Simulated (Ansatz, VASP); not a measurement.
**One calculation of Hg, two programs**

The input INCAR:

```
PREC = Accurate
ENCUT = 520
EDIFF = 1E-6
ISMEAR = 0
SIGMA = 0.15
LREAL = F
LASPH = T
NELM = 100
ALGO = Normal
ISIF = 2
LWAVE = F
LCHARG = F
GGA = PE
IVDW = 12
NBANDS = 19
```

The input KPOINTS:

```
regular mesh
0
Gamma
  15 15 8
```

File POSCAR:

```
Hg
1.0
    3.2963000000      0.0000000000      0.0000000000
   -1.6481500000      2.8546795385      0.0000000000
    0.0000000000      0.0000000000      5.1276000000
Hg
2
Direct
    0.6666666667      0.3333333333      0.7500000000
    0.3333333333      0.6666666667      0.2500000000
```

Input for Ansatz:

```yaml
crystal:
  lattice:
    - [3.2963, 0.0, 0.0]
    - [-1.64815, 2.8546795385, 0.0]
    - [0.0, 0.0, 5.1276]
  atoms:
    - { symbol: Hg, position: [0.6666666667, 0.3333333333, 0.75] }
    - { symbol: Hg, position: [0.3333333333, 0.6666666667, 0.25] }
basis:
  ecutwfc: 420
kpoints:
  mp_grid: { grid: [15, 15, 8] }
hamiltonian:
  xc: pbe
  dispersion: d3bj
scf:
  occupations: { method: gaussian, width: 0.15 }
output:
  forces: true
  stress: true
  eigenvalues: true
```

Alike in both runs: task single point; functional PBE; dispersion D3(BJ); k mesh 15 × 15 × 8; occupations gaussian, width 0.15 eV; no spin polarisation.

|  | VASP | Ansatz |
| --- | --- | --- |
| version | VASP 6.6.1 | Ansatz 0.2.0 |
| potentials or method | VASP PAW PBE potentials, release 64 (Hg), cutoff 520 eV | scalar-relativistic, plane waves, PAW |
| valence electrons in the cell | 24 | 40 |

Ansatz gave:

```
gap on the k mesh at the Fermi level (eV)                     : none
pressure (GPa)                                                : 1.4
traceless stress, the component that is largest in VASP (GPa) : 0.11
```

Q: Estimate VASP's values.

A: gap on the k mesh at the Fermi level (eV): none; pressure (GPa): 1.7; traceless stress, the component that is largest in VASP (GPa): 0.15.

A gap of «none» marks a metal or a gap that the smearing closes. VASP's potentials hold 24 valence electrons a cell and Ansatz's 40, so a difference there can come from the potentials and not from the codes.

Neither program's run includes spin-orbit coupling.
